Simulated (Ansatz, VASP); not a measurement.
One calculation of Mo, two programs

```xyz
1
Lattice="-1.5734 1.5734 1.5734 1.5734 -1.5734 1.5734 1.5734 1.5734 -1.5734" Properties=species:S:1:pos:R:3 pbc="T T T"
Mo    0.0000    0.0000    0.0000
```

Alike in both runs: task relaxation of cell and atoms; functional PBEsol; k mesh 20 × 20 × 20; occupations fermi-dirac, width 0.1 eV; no spin polarisation.

|  | VASP | Ansatz |
| --- | --- | --- |
| version | VASP 6.6.1 | Ansatz 0.2.0 |
| potentials or method | VASP PAW PBE potentials, release 64 (Mo_sv) | PAW with Ansatz's default frozen-core files, scalar-relativistic |
| plane-wave cutoff (eV) | 600 | 420 |
| valence electrons in the cell | 14 | 14 |

|  | VASP | Ansatz | Ansatz less VASP |
| --- | --- | --- | --- |
| relaxed volume (Å³/atom) | 15.36 | 15.33 | -0.025 |
| relaxed cell length with the largest relative difference (Å) | 2.712 | 2.711 | -0.0015 |

VASP's potentials were made for PBE, not for PBEsol.
